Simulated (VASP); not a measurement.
# WC in VASP: further runs

The runs below take WC through single point, with LDA.

Everything below comes from runs of VASP 6.6.1. Logs are shortened: lines on timing, memory, paths and dates and some standing lists are left out, and cuts for length are marked.

## Step 1: The cell of the first run

The cell holds a slab with vacuum, 16 atoms: a = 5.678 Å, b = 5.577 Å, c = 15.098 Å, α = 90.00°, β = 90.00°, γ = 90.00°.

## Step 2: Single point, LDA

Contents of INCAR:

```
PREC = Accurate ; ENCUT = 520
EDIFF = 1E-6 ; ISMEAR = -1
SIGMA = 0.05 ; LREAL = Auto
LASPH = T ; NELM = 80
ALGO = Normal ; ISIF = 2
LWAVE = F ; LCHARG = T
LELF = T ; LVHAR = T
NBANDS = 86
```

Contents of KPOINTS:

```
Automatic mesh
0
Gamma
  2 2 1
```

Contents of POSCAR:

```
WC
1.0
    5.6779000000      0.0000000000      0.0000000000
    0.0000000000      5.5768400000      0.0000000000
    0.0000000000      0.0000000000     15.0976710000
W C
8 8
Direct
    0.0000000000      0.0000000000      0.0662353816
    0.2519417390      0.0003765573      0.2290618202
    0.0000000000      0.4999964137      0.0662353816
    0.2528399584      0.5004446963      0.2300156097
    0.5000088061      0.0000000000      0.0662353816
    0.7512108350     -0.0064911312      0.2271476177
    0.5000088061      0.4999964137      0.0662353816
    0.7500308213      0.4796264551      0.2342546741
   -0.0007925465      0.2524727265      0.1646744057
    0.1566600328      0.2609542321      0.3191419392
    0.0100741471      0.7402579238      0.1697944007
    0.2584406207      0.7471076811      0.3207779531
    0.5025801793      0.2537996428      0.1672774562
    0.7891297839      0.2258447436      0.3274809737
    0.5071241128      0.7434676268      0.1617666725
    0.7289490833      0.7695038767      0.3221953903
```

Potentials or basis: VASP PAW LDA potentials, release 64 (W_sv, C).

The run is started by

```
$ cat potpaw_LDA.64/W_sv/POTCAR potpaw_LDA.64/C/POTCAR > POTCAR
$ mpirun -np 1 vasp_std > vasp.out
```

OUTCAR:

```text
PREC = Accurate
   ENCUT = 520
   EDIFF = 1E-6
   ISMEAR = -1
   LREAL = Auto
   LASPH = T
   NELM = 80
   ISIF = 2

 ion  position               nearest neighbor table
   1  0.000  0.000  0.066-   9 2.05  11 2.13   3 2.79   3 2.79   6 2.81   5 2.84   5 2.84   2 2.84

   2  0.252  0.000  0.229-  12 1.98  10 2.06  11 2.19  13 2.21   9 2.23  15 2.28   4 2.79   4 2.79
                             5 2.83   6 2.84   6 2.84   1 2.84
   3  0.000  0.500  0.066-   9 2.03  11 2.06   1 2.79   1 2.79   7 2.84   7 2.84   4 2.86   8 2.91

   4  0.253  0.500  0.230-  12 1.94  10 1.97  11 2.12  13 2.19   9 2.23  15 2.23   2 2.79   2 2.79
                             8 2.83   7 2.84   8 2.86   3 2.86
   5  0.500  0.000  0.066-  15 2.03  13 2.08   7 2.79   7 2.79   6 2.82   2 2.83   1 2.84   1 2.84

   6  0.751  0.994  0.227-  16 1.91  14 2.00  15 2.20  11 2.21  13 2.22   9 2.23   8 2.71   1 2.81
                             5 2.82   2 2.84   2 2.84   8 2.87
   7  0.500  0.500  0.066-  15 1.98  13 2.05   5 2.79   5 2.79   3 2.84   3 2.84   4 2.84   8 2.91

   8  0.750  0.480  0.234-  14 2.01  16 2.10  13 2.14   9 2.17  11 2.29  15 2.29   6 2.71   4 2.83
                             4 2.86   6 2.87   3 2.91   7 2.91
   9  0.999  0.252  0.165-   3 2.03   1 2.05   8 2.17   6 2.23   4 2.23   2 2.23
  10  0.157  0.261  0.319-   4 1.97   2 2.06
  11  0.010  0.740  0.170-   3 2.06   4 2.12   1 2.13   2 2.19   6 2.21   8 2.29
  12  0.258  0.747  0.321-   4 1.94   2 1.98
  13  0.503  0.254  0.167-   7 2.05   5 2.08   8 2.14   4 2.19   2 2.21   6 2.22
  14  0.789  0.226  0.327-   6 2.00   8 2.01
  15  0.507  0.743  0.162-   7 1.98   5 2.03   6 2.20   4 2.23   2 2.28   8 2.29
  16  0.729  0.770  0.322-   6 1.91   8 2.10

  LATTYP: Found a simple orthorhombic cell.
 ALAT       =     5.5768400000
 B/A-ratio  =     1.0181213734
 C/A-ratio  =     2.7072089212

  Lattice vectors:

 A1 = (   0.0000000000,  -5.5768400000,   0.0000000000)
 A2 = (   5.6779000000,   0.0000000000,   0.0000000000)
 A3 = (   0.0000000000,   0.0000000000,  15.0976710000)

Analysis of symmetry for initial positions (statically):
=====================================================================
 Subroutine PRICEL returns:
 Original cell was already a primitive cell.

 Routine SETGRP: Setting up the symmetry group for a
 simple orthorhombic supercell.

 Subroutine GETGRP returns: Found  1 space group operations
 (whereof  1 operations were pure point group operations)
 out of a pool of  8 trial point group operations.

The static configuration has the point symmetry C_1 .

Analysis of symmetry for dynamics (positions and initial velocities):
=====================================================================
 Subroutine PRICEL returns:
 Original cell was already a primitive cell.

 Routine SETGRP: Setting up the symmetry group for a
 simple orthorhombic supercell.

 Subroutine GETGRP returns: Found  1 space group operations
 (whereof  1 operations were pure point group operations)
 out of a pool of  8 trial point group operations.

The dynamic configuration has the point symmetry C_1 .

 Subroutine INISYM returns: Found  1 space group operations
 (whereof  1 operations are pure point group operations),
 and found     1 'primitive' translations

----------------------------------------------------------------------------------------

                                     Primitive cell

  volume of cell :     478.0638

  direct lattice vectors                    reciprocal lattice vectors
     5.677900000  0.000000000  0.000000000     0.176121453  0.000000000  0.000000000
     0.000000000  5.576840000  0.000000000     0.000000000  0.179313016  0.000000000
     0.000000000  0.000000000 15.097671000     0.000000000  0.000000000  0.066235382

  length of vectors
     5.677900000  5.576840000 15.097671000     0.176121453  0.179313016  0.066235382

  position of ions in fractional coordinates (direct lattice)
     0.000000000  0.000000000  0.066235382
     0.251941739  0.000376557  0.229061820
     0.000000000  0.499996414  0.066235382
     0.252839958  0.500444696  0.230015610
     0.500008806  0.000000000  0.066235382
     0.751210835  0.993508869  0.227147618
[... 8 lines left out ...]
     0.507124113  0.743467627  0.161766673
     0.728949083  0.769503877  0.322195390

  ion indices of the primitive-cell ions
   primitive index   ion index
                 1           1
                 2           2
                 3           3
                 4           4
                 5           5
                 6           6
[... 8 lines left out ...]
                15          15
                16          16

----------------------------------------------------------------------------------------

 KPOINTS: Automatic mesh

Automatic generation of k-mesh.
 Grid dimensions read from file:
 generate k-points for:    2    2    1

 Generating k-lattice:

  Cartesian coordinates                     Fractional coordinates (reciprocal lattice)
     0.088060727  0.000000000  0.000000000     0.500000000  0.000000000  0.000000000
     0.000000000  0.089656508  0.000000000     0.000000000  0.500000000  0.000000000
     0.000000000  0.000000000  0.066235382     0.000000000  0.000000000  1.000000000

  Length of vectors
     0.088060727  0.089656508  0.066235382

  Shift w.r.t. Gamma in fractional coordinates (k-lattice)
     0.000000000  0.000000000  0.000000000

 Subroutine IBZKPT returns following result:
 ===========================================

 Found      4 irreducible k-points:

 Following reciprocal coordinates:
            Coordinates               Weight
  0.000000  0.000000  0.000000      1.000000
  0.500000  0.000000  0.000000      1.000000
  0.000000  0.500000  0.000000      1.000000
  0.500000  0.500000  0.000000      1.000000
   k-points           NKPTS =      4   k-points in BZ     NKDIM =      4   number of bands    NBANDS=     86
   number of dos      NEDOS =    301   number of ions     NIONS =     16
   total plane-waves  NPLWV = 197568
   dimension x,y,z NGX =    42 NGY =   42 NGZ =  112
   dimension x,y,z NGXF=    84 NGYF=   84 NGZF=  224
   ions per type =               8   8
   NGX,Y,Z   is equivalent  to a cutoff of  12.30, 12.52, 12.33 a.u.
   NGXF,Y,Z  is equivalent  to a cutoff of  24.59, 25.04, 24.67 a.u.
 SYSTEM =  unknown system
   PREC   = accura    normal or accurate (medium, high low for compatibility)
   ISTART =      0    job   : 0-new  1-cont  2-samecut
   ICHARG =      2    charge: 1-file 2-atom 10-const
   ISPIN  =      1    spin polarized calculation?
   LNONCOLLINEAR =      F non collinear calculations
   LSORBIT =      F    spin-orbit coupling
   LASPH  =      T    aspherical Exc in radial PAW
   ENCUT  =  520.0 eV  38.22 Ry    6.18 a.u.  10.56 10.37 28.07*2*pi/ulx,y,z
   NELM   =     80;   NELMIN=  2; NELMDL= -5     # of ELM steps
   EDIFF  = 0.1E-05   stopping-criterion for ELM
   LREAL  =      T    real-space projection
   EDIFFG = 0.1E-04   stopping-criterion for IOM
   NSW    =      0    number of steps for IOM
   IBRION =     -1    ionic relax: 0-MD 1-quasi-New 2-CG
   NFREE  =      0    steps in history (QN), initial steepest desc. (CG)
   ISIF   =      2    stress and relaxation
   ISYM   =      2    0-nonsym 1-usesym 2-fastsym
   POTIM  = 0.5000    time-step for ionic-motion
   TEBEG  =    0.0;   TEEND  =   0.0 temperature during run
   PSTRESS=    0.0 pullay stress
   NELECT =     144.0000    total number of electrons
   NUPDOWN=      -1.0000    fix difference up-down
   EMIN   =  10.00;   EMAX   =-10.00  energy-range for DOS
   EFERMI =   0.00;   METHOD = LEGACY
   ISMEAR =    -1;   SIGMA  =   0.05  broadening in eV -4-tet -1-fermi 0-gaus
   EFERMI_NEDOS =   21; number of points for ismear=-14 and -15
   IALGO  =     38    algorithm
   IMIX   =      4    mixing-type and parameters
     AMIX     =   0.40;   BMIX     =  1.00
     AMIX_MAG =   1.60;   BMIX_MAG =  1.00
  volume/ion in A,a.u.               =      29.88       201.63
  Fermi-wavevector in a.u.,A,eV,Ry     =   1.097405  2.073795 16.385473  1.204298
  Thomas-Fermi vector in A             =   2.233765
   LORBIT       =      0    0 simple, 1 ext, 2 COOP (PROOUT), +10 PAW based schemes
   GGA     = CA    functional components
   LHFCALC =     F    Hartree Fock is set to
   AEXX    =    0.0000 exact exchange contribution
   IVDW    =     0    specifies the selected vdW correction
   LEPSILON=     F    determine dielectric tensor
   LRPA    =     F    only Hartree local field effects (RPA)
 non-spin polarized calculation
  energy-cutoff  :      520.00
  volume of cell :      478.06
 maximum number of plane-waves:     12909
   NGX = 21   NGY = 21   NGZ = 57

 number of electron     143.9999991 magnetization

 Free energy of the ion-electron system (eV)
  ---------------------------------------------------
  ext. energy  EPLUGINS =         0.00000000
  ---------------------------------------------------
  free energy    TOTEN  =      -167.26491475 eV

  energy without entropy =     -167.15688602  energy(sigma->0) =     -167.21090039

 E-fermi :   0.3357     XC(G=0):  -6.3118

 val. band max:        0.2868132102   @ k =   0.0000   0.5000   0.0000
 cond. band min:       0.3546907760   @ k =   0.0000   0.5000   0.0000
 fundamental gap:      0.0678775658
 Fermi energy:         0.3357199085

 k-point     1 :       0.0000    0.0000    0.0000
  band No.  band energies     occupation
      1     -73.2876      2.00000
      2     -73.2310      2.00000
      3     -73.2054      2.00000
      4     -73.1775      2.00000
      5     -73.1333      2.00000
      6     -73.1205      2.00000
[... 76 lines left out ...]
     83       3.0348      0.00000
     84       3.1168      0.00000

 k-point     2 :       0.5000    0.0000    0.0000
  band No.  band energies     occupation
      1     -73.2835      2.00000
      2     -73.2268      2.00000
      3     -73.2045      2.00000
      4     -73.1811      2.00000
      5     -73.1355      2.00000
      6     -73.1207      2.00000
[... 76 lines left out ...]
     83       2.2516      0.00000
     84       2.4189      0.00000

 k-point     3 :       0.0000    0.5000    0.0000
  band No.  band energies     occupation
      1     -73.2729      2.00000
      2     -73.2457      2.00000
      3     -73.2020      2.00000
      4     -73.1574      2.00000
      5     -73.1502      2.00000
      6     -73.1202      2.00000
[... 76 lines left out ...]
     83       2.5158      0.00000
     84       2.6889      0.00000

 k-point     4 :       0.5000    0.5000    0.0000
  band No.  band energies     occupation
      1     -73.2691      2.00000
      2     -73.2412      2.00000
      3     -73.2012      2.00000
      4     -73.1604      2.00000
      5     -73.1547      2.00000
      6     -73.1183      2.00000
[... 76 lines left out ...]
     83       1.5060      0.00000
     84       1.6123      0.00000
 [bands above 84 left out]

------------------------ aborting loop because EDIFF is reached ----------------------------------------

  FORCE on cell =-STRESS in cart. coord.  units (eV):
  Direction    XX          YY          ZZ          XY          YZ          ZX
  --------------------------------------------------------------------------------------
  -------------------------------------------------------------------------------------
  Total       -6.6661709     11.3578254      0.3502746      1.0562031      1.5150633     -1.0900273
  in kB      -22.3409246     38.0644790      1.1739060      3.5397462      5.0775650     -3.6531044
  external PRESSURE =       5.6324868 kB  Pullay stress =       0.0000000 kB

 VOLUME and BASIS-vectors are now :
 -----------------------------------------------------------------------------
  energy-cutoff  :      520.00
  volume of cell :      478.06
      direct lattice vectors                 reciprocal lattice vectors
     5.677900000  0.000000000  0.000000000     0.176121453  0.000000000  0.000000000
     0.000000000  5.576840000  0.000000000     0.000000000  0.179313016  0.000000000
     0.000000000  0.000000000 15.097671000     0.000000000  0.000000000  0.066235382

 POSITION                                       TOTAL-FORCE (eV/Angst)
 -----------------------------------------------------------------------------------
      0.00000      0.00000      1.00000         0.197744     -0.462790     -0.113976
      1.43050      0.00210      3.45830        -0.375294     -0.475632      0.857749
      0.00000      2.78840      1.00000        -0.028405      0.055933     -0.349998
      1.43560      2.79090      3.47270        -0.075013     -0.059936     -0.027008
      2.83900      0.00000      1.00000         0.101340     -0.337174     -0.155604
      4.26530      5.54064      3.42940         0.463686     -0.606346      0.019885
[... 8 lines left out ...]
      2.87940      4.14620      2.44230         0.089305      0.526631      0.452715
      4.13890      4.29140      4.86440        -0.497945     -1.614921     -0.477242
 -----------------------------------------------------------------------------------
    total drift:                                0.000077      0.026729     -0.015040

  FREE ENERGIE OF THE ION-ELECTRON SYSTEM (eV)
  ---------------------------------------------------
  free  energy   TOTEN  =      -167.2649147490 eV

  energy  without entropy=     -167.1568860244  energy(sigma->0) =     -167.21090039
```

It took 3.5 min on 1 thread of Intel Xeon 6975P-C (Granite Rapids), shared host; peak memory 0.42 GiB.

What came out:

```
Free energy            : -167.2649 eV
Largest force          : 3.025 eV/Å
Band gap on the k mesh : zero (band 72 reaches 0.65 eV, above the bottom of band 73 at 0.26 eV)
```

Forces in eV/Å, atoms in the order of the input:
```
W    0.198 -0.463 -0.114
W   -0.375 -0.476  0.858
W   -0.028  0.056 -0.350
W   -0.075 -0.060 -0.027
W    0.101 -0.337 -0.156
W    0.464 -0.606  0.020
W    0.172 -0.147 -0.462
W    0.650  2.241  1.062
C    0.040 -0.321 -0.151
C   -2.887 -0.854 -0.289
C   -0.529  0.648 -0.441
C    0.688  0.829 -0.086
C   -0.129 -0.565  0.564
C    2.120  1.142 -0.403
C    0.089  0.527  0.453
C   -0.498 -1.615 -0.477
```

Caveat: the k points lie up to 0.56 Å⁻¹ apart; spin-orbit coupling is left out, which moves the levels of the heavy elements.

(Continued in part 2 of 2.)
